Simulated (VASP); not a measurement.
# CrO2 (Pnnm) in VASP: single point with PBE

Aim: the single point of CrO2 with PBE.

Program: VASP 6.6.1. These are calculated values, not measurements. Logs are shortened: lines on timing, memory, paths and dates and some standing lists are left out, and cuts for length are marked.

## (1) The cell of the first run

Symmetry: Pnnm, No. 58, orthorhombic system. Conventional cell: a = 4.448 Å, b = 4.529 Å, c = 2.986 Å, α = 90.00°, β = 90.00°, γ = 90.00°. Cr (site symmetry 2/m) has 6 O at 1.92 to 1.95 Å within 2.5 Å. O (site symmetry m) has 3 Cr at 1.92 to 1.95 Å and 1 O at 2.52 Å within 2.6 Å.

## (2) Single point, PBE, collinear spin, ferromagnetic start

INCAR reads:

```
SYSTEM = CrO2
ALGO = Normal
EDIFF = 1E-6
ENCUT = 520
GGA = PE
ISIF = 2
ISMEAR = -1
ISPIN = 2
LASPH = .True.
LCHARG = .True.
LELF = .True.
LMAXMIX = 4
LORBIT = 11
LREAL = .False.
LVHAR = .True.
LWAVE = .False.
MAGMOM = 3 3 0 0 0 0
NBANDS = 37
NELM = 150
PREC = Accurate
SIGMA = 0.05
```

KPOINTS reads:

```
k-points
0
Gamma
  6 6 9
  0 0 0
```

POSCAR reads:

```
CrO2
1.0
    4.4480510066      0.0000000000      0.0000000000
    0.0000000000      4.5292350067      0.0000000000
    0.0000000000      0.0000000000      2.9859640000
Cr O
2 4
Direct
    0.0000000000      0.0000000000      0.0000000000
    0.5000000000      0.5000000000      0.5000000000
    0.2929690000      0.3101830000      0.0000000000
    0.7070310000      0.6898170000      0.0000000000
    0.2070310000      0.8101830000      0.5000000000
    0.7929690000      0.1898170000      0.5000000000
```

Potentials or basis: VASP PAW PBE potentials, release 64 (Cr_pv, O).

Command:

```
cat potpaw_PBE.64/Cr_pv/POTCAR potpaw_PBE.64/O/POTCAR > POTCAR
mpirun -np 1 vasp_std > vasp.out
```

OUTCAR:

```text
SYSTEM = CrO2
   EDIFF = 1E-6
   ENCUT = 520
   GGA = PE
   ISIF = 2
   ISMEAR = -1
   ISPIN = 2
   LASPH = .True.
   LORBIT = 11
   LREAL = .False.
   NELM = 150
   PREC = Accurate

 ion  position               nearest neighbor table
   1  0.000  0.000  0.000-   3 1.92   4 1.92   5 1.95   6 1.95   5 1.95   6 1.95
   2  0.500  0.500  0.500-   5 1.92   6 1.92   3 1.95   4 1.95   3 1.95   4 1.95
   3  0.293  0.310  0.000-   1 1.92   2 1.95   2 1.95
   4  0.707  0.690  0.000-   1 1.92   2 1.95   2 1.95
   5  0.207  0.810  0.500-   2 1.92   1 1.95   1 1.95
   6  0.793  0.190  0.500-   2 1.92   1 1.95   1 1.95

  LATTYP: Found a simple orthorhombic cell.
 ALAT       =     2.9859640000
 B/A-ratio  =     1.4896532599
 C/A-ratio  =     1.5168417994

  Lattice vectors:

 A1 = (   0.0000000000,   0.0000000000,   2.9859640000)
 A2 = (   4.4480510066,   0.0000000000,   0.0000000000)
 A3 = (   0.0000000000,   4.5292350067,   0.0000000000)

Analysis of symmetry for initial positions (statically):
=====================================================================
 Subroutine PRICEL returns:
 Original cell was already a primitive cell.

 Routine SETGRP: Setting up the symmetry group for a
 simple orthorhombic supercell.

 Subroutine GETGRP returns: Found  8 space group operations
 (whereof  4 operations were pure point group operations)
 out of a pool of  8 trial point group operations.

The static configuration has the point symmetry C_2h.
 The point group associated with its full space group is D_2h.

Analysis of symmetry for dynamics (positions and initial velocities):
=====================================================================
 Subroutine PRICEL returns:
 Original cell was already a primitive cell.

 Routine SETGRP: Setting up the symmetry group for a
 simple orthorhombic supercell.

 Subroutine GETGRP returns: Found  8 space group operations
 (whereof  4 operations were pure point group operations)
 out of a pool of  8 trial point group operations.

The dynamic configuration has the point symmetry C_2h.
 The point group associated with its full space group is D_2h.

Analysis of structural, dynamic, and magnetic symmetry:
=====================================================================
 Subroutine PRICEL returns:
 Original cell was already a primitive cell.

 Routine SETGRP: Setting up the symmetry group for a
 simple orthorhombic supercell.

 Subroutine GETGRP returns: Found  8 space group operations
 (whereof  4 operations were pure point group operations)
 out of a pool of  8 trial point group operations.

The overall configuration has the point symmetry C_2h.
 The point group associated with its full space group is D_2h.

 Subroutine INISYM returns: Found  8 space group operations
 (whereof  4 operations are pure point group operations),
 and found     1 'primitive' translations

----------------------------------------------------------------------------------------

                                     Primitive cell

  volume of cell :      60.1560

  direct lattice vectors                    reciprocal lattice vectors
     4.448051007  0.000000000  0.000000000     0.224817566  0.000000000  0.000000000
     0.000000000  4.529235007  0.000000000     0.000000000  0.220787837  0.000000000
     0.000000000  0.000000000  2.985964000     0.000000000  0.000000000  0.334900220

  length of vectors
     4.448051007  4.529235007  2.985964000     0.224817566  0.220787837  0.334900220

  position of ions in fractional coordinates (direct lattice)
     0.000000000  0.000000000  0.000000000
     0.500000000  0.500000000  0.500000000
     0.292969000  0.310183000  0.000000000
     0.707031000  0.689817000  0.000000000
     0.207031000  0.810183000  0.500000000
     0.792969000  0.189817000  0.500000000

  ion indices of the primitive-cell ions
   primitive index   ion index
                 1           1
                 2           2
                 3           3
                 4           4
                 5           5
                 6           6

----------------------------------------------------------------------------------------
[... 49 lines left out ...]
  0.333333  0.166667  0.111111      8.000000
  0.500000  0.166667  0.111111      4.000000
 [... further k-points ...]
   k-points           NKPTS =     80   k-points in BZ     NKDIM =     80   number of bands    NBANDS=     37
   number of dos      NEDOS =    301   number of ions     NIONS =      6
   total plane-waves  NPLWV =  31104
   dimension x,y,z NGX =    36 NGY =   36 NGZ =   24
   dimension x,y,z NGXF=    72 NGYF=   72 NGZF=   48
   ions per type =               2   4
   NGX,Y,Z   is equivalent  to a cutoff of  13.46, 13.21, 13.36 a.u.
   NGXF,Y,Z  is equivalent  to a cutoff of  26.91, 26.43, 26.72 a.u.
 SYSTEM =  CrO2
   PREC   = accura    normal or accurate (medium, high low for compatibility)
   ISTART =      0    job   : 0-new  1-cont  2-samecut
   ICHARG =      2    charge: 1-file 2-atom 10-const
   ISPIN  =      2    spin polarized calculation?
   LNONCOLLINEAR =      F non collinear calculations
   LSORBIT =      F    spin-orbit coupling
   LASPH  =      T    aspherical Exc in radial PAW
   ENCUT  =  520.0 eV  38.22 Ry    6.18 a.u.   8.27  8.42  5.55*2*pi/ulx,y,z
   NELM   =    150;   NELMIN=  2; NELMDL= -5     # of ELM steps
   EDIFF  = 0.1E-05   stopping-criterion for ELM
   LREAL  =      F    real-space projection
   EDIFFG = 0.1E-04   stopping-criterion for IOM
   NSW    =      0    number of steps for IOM
   IBRION =     -1    ionic relax: 0-MD 1-quasi-New 2-CG
   NFREE  =      0    steps in history (QN), initial steepest desc. (CG)
   ISIF   =      2    stress and relaxation
   ISYM   =      2    0-nonsym 1-usesym 2-fastsym
   POTIM  = 0.5000    time-step for ionic-motion
   TEBEG  =    0.0;   TEEND  =   0.0 temperature during run
   PSTRESS=    0.0 pullay stress
   NELECT =      48.0000    total number of electrons
   NUPDOWN=      -1.0000    fix difference up-down
   EMIN   =  10.00;   EMAX   =-10.00  energy-range for DOS
   EFERMI =   0.00;   METHOD = LEGACY
   ISMEAR =    -1;   SIGMA  =   0.05  broadening in eV -4-tet -1-fermi 0-gaus
   EFERMI_NEDOS =   21; number of points for ismear=-14 and -15
   IALGO  =     38    algorithm
   IMIX   =      4    mixing-type and parameters
     AMIX     =   0.40;   BMIX     =  1.00
     AMIX_MAG =   1.60;   BMIX_MAG =  1.00
  volume/ion in A,a.u.               =      10.03        67.66
  Fermi-wavevector in a.u.,A,eV,Ry     =   1.518433  2.869422 31.370103  2.305638
  Thomas-Fermi vector in A             =   2.627554
   LORBIT       =     11    0 simple, 1 ext, 2 COOP (PROOUT), +10 PAW based schemes
   GGA     = PE    functional components
   LHFCALC =     F    Hartree Fock is set to
   AEXX    =    0.0000 exact exchange contribution
   IVDW    =     0    specifies the selected vdW correction
   LEPSILON=     F    determine dielectric tensor
   LRPA    =     F    only Hartree local field effects (RPA)
 spin polarized calculation
  energy-cutoff  :      520.00
  volume of cell :       60.16
 maximum number of plane-waves:      1640
 NGX is ok and might be reduce to    36
   NGX = 17   NGY = 17   NGZ = 11

 number of electron      47.9999989 magnetization       3.9996260

 Free energy of the ion-electron system (eV)
  ---------------------------------------------------
  ext. energy  EPLUGINS =         0.00000000
  ---------------------------------------------------
  free energy    TOTEN  =       -50.27355891 eV

  energy without entropy =      -50.26323607  energy(sigma->0) =      -50.26839749

 E-fermi :   4.9566     XC(G=0): -11.6149

 val. band max:        4.9507999545   @ k =   0.5000   0.5000   0.4444
 cond. band min:       4.9691617929   @ k =   0.1667   0.0000   0.4444
 fundamental gap:      0.0183618385
 Fermi energy:         4.9565651470

 spin component 1

 k-point     1 :       0.0000    0.0000    0.0000
  band No.  band energies     occupation
      1     -39.9246      1.00000
      2     -39.9244      1.00000
      3     -39.8154      1.00000
      4     -39.8138      1.00000
      5     -39.7378      1.00000
      6     -39.7266      1.00000
[... 925 lines left out ...]
     35      15.0099      0.00000
     36      15.0099      0.00000

 [... further k-points ...]

 spin component 2

 k-point     1 :       0.0000    0.0000    0.0000
  band No.  band energies     occupation
      1     -37.8599      1.00000
      2     -37.8590      1.00000
      3     -37.5248      1.00000
      4     -37.5221      1.00000
      5     -37.3160      1.00000
      6     -37.3024      1.00000
[... 925 lines left out ...]
     35      15.2208      0.00000
     36      15.2208      0.00000

 [... further k-points ...]

 [bands above 36 left out]

------------------------ aborting loop because EDIFF is reached ----------------------------------------

  FORCE on cell =-STRESS in cart. coord.  units (eV):
  Direction    XX          YY          ZZ          XY          YZ          ZX
  --------------------------------------------------------------------------------------
  -------------------------------------------------------------------------------------
  Total       -2.9385858     -3.0587919     -4.6201703     -0.0000000      0.0000000      0.0000000
  in kB      -78.2653952    -81.4669267   -123.0522002     -0.0000000      0.0000000      0.0000000
  external PRESSURE =     -94.2615074 kB  Pullay stress =       0.0000000 kB

 VOLUME and BASIS-vectors are now :
 -----------------------------------------------------------------------------
  energy-cutoff  :      520.00
  volume of cell :       60.16
      direct lattice vectors                 reciprocal lattice vectors
     4.448051007  0.000000000  0.000000000     0.224817566  0.000000000  0.000000000
     0.000000000  4.529235007  0.000000000     0.000000000  0.220787837  0.000000000
     0.000000000  0.000000000  2.985964000     0.000000000  0.000000000  0.334900220

 POSITION                                       TOTAL-FORCE (eV/Angst)
 -----------------------------------------------------------------------------------
      0.00000      0.00000      0.00000         0.000000      0.000000      0.000000
      2.22403      2.26462      1.49298         0.000000      0.000000      0.000000
      1.30314      1.40489      0.00000         0.260708      0.152338      0.000000
      3.14491      3.12434      0.00000        -0.260708     -0.152338     -0.000000
      0.92088      3.66951      1.49298        -0.260708      0.152338      0.000000
      3.52717      0.85973      1.49298         0.260708     -0.152338      0.000000
 -----------------------------------------------------------------------------------
    total drift:                                0.000000      0.000000     -0.000000

  FREE ENERGIE OF THE ION-ELECTRON SYSTEM (eV)
  ---------------------------------------------------
  free  energy   TOTEN  =       -50.2735589134 eV

  energy  without entropy=      -50.2632360713  energy(sigma->0) =      -50.26839749

 total charge

# of ion       s       p       d       tot
------------------------------------------
    1        0.343   6.413   3.956  10.712
    2        0.343   6.413   3.956  10.712
    3        1.570   3.432   0.000   5.002
    4        1.570   3.432   0.000   5.002
    5        1.570   3.432   0.000   5.002
    6        1.570   3.432   0.000   5.002
--------------------------------------------------
tot          6.967  26.553   7.912  41.432

 magnetization (x)

# of ion       s       p       d       tot
------------------------------------------
    1        0.025   0.030   2.092   2.148
    2        0.025   0.030   2.092   2.148
    3       -0.003  -0.095   0.000  -0.098
    4       -0.003  -0.095   0.000  -0.098
    5       -0.003  -0.095   0.000  -0.098
    6       -0.003  -0.095   0.000  -0.098
--------------------------------------------------
tot          0.039  -0.318   4.184   3.905
```

It took 10 min on 1 thread of Intel Xeon 8259CL, shared host; peak memory 0.37 GiB.

Results:

| Quantity | Value |
| --- | --- |
| Free energy | -50.2736 eV |
| Pressure | -9.4 GPa |
| Largest force | 0.302 eV/Å |
| Band gap on the k mesh | zero (filled and empty bands overlap) |
| Net moment | 4.00 μB per cell |
| Site moments | Cr +2.15; O -0.10 μB |
| Valence electrons inside the program's atomic spheres | Cr 10.71; O 5.00 |

Forces on the atoms (eV/Å):
```
Cr   0.000  0.000  0.000
Cr   0.000  0.000  0.000
O    0.261  0.152  0.000
O   -0.261 -0.152  0.000
O   -0.261  0.152  0.000
O    0.261 -0.152  0.000
```

Caveat: the cell stands under tension; semilocal functionals often make such compounds metallic where correlation or magnetic order opens a gap, which also shifts bond lengths; the run started ferromagnetic, and an antiferromagnetic order may lie lower in energy. With open d or f shells a metallic result of PBE can be an artefact of self-interaction; +U or a hybrid may open a gap.
